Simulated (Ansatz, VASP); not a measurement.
BN: VASP beside Ansatz

File INCAR:

```
ALGO = Normal ; EDIFF = 1E-6
ENCUT = 600 ; GGA_COMPAT = False
ISIF = 2 ; ISMEAR = 0
LASPH = True ; LCHARG = False
LREAL = False ; LWAVE = False
NBANDS = 11 ; NELM = 120
PREC = Accurate ; SIGMA = 0.05
```

KPOINTS

```
k-points
0
Gamma
  12 12 12
```

POSCAR

```
BN
1.0
    1.2511217832      0.7223354983      3.3729344033
   -1.2511217832      0.7223354983      3.3729344033
    0.0000000000     -1.4446709967      3.3729344033
B N
1 1
Direct
    0.9794722482      1.0594005184      1.0194363833
    0.3327618000      0.3327618000      0.3327618000
```

Input for Ansatz:

```yaml
crystal:
  lattice:
    - [1.2511217832, 0.7223354983, 3.3729344033]
    - [-1.2511217832, 0.7223354983, 3.3729344033]
    - [0.0, -1.4446709967, 3.3729344033]
  atoms:
    - { symbol: B, position: [0.9794722482, 1.0594005184, 1.0194363833] }
    - { symbol: "N", position: [0.3327618, 0.3327618, 0.3327618] }
basis:
  ecutwfc: 420
kpoints:
  mp_grid: { grid: [12, 12, 12] }
hamiltonian:
  xc: lda
scf:
  occupations: { method: gaussian, width: 0.05 }
output:
  forces: true
  stress: true
  eigenvalues: true
```

Alike in both runs: task single point; functional LDA; k mesh 12 × 12 × 12; occupations gaussian, width 0.05 eV; no spin polarisation.

```csv
,VASP,Ansatz
version,VASP 6.6.1,Ansatz 0.2.0
potentials or method,"VASP PAW LDA potentials, release 64 (B, N), cutoff 600 eV","scalar-relativistic, plane waves, PAW"
valence electrons in the cell,8,8
```

Ansatz gave:

* gap on the k mesh at the Fermi level (eV): 3.45
* least direct gap on the mesh (eV): 4.10
* pressure (GPa): -3.6
* traceless stress, the component that is largest in VASP (GPa): 9.37
* rms of the force components (eV/Å): 2.649

Q: Estimate VASP's values.

A: gap on the k mesh at the Fermi level (eV): 3.44; least direct gap on the mesh (eV): 4.09; pressure (GPa): -3.4; traceless stress, the component that is largest in VASP (GPa): 9.40; rms of the force components (eV/Å): 2.645.

LDA's correlation is that of Perdew and Zunger in VASP and of Perdew and Wang (1992) in Ansatz. Atom by atom the forces differ by 0.005 eV/Å (rms over components).
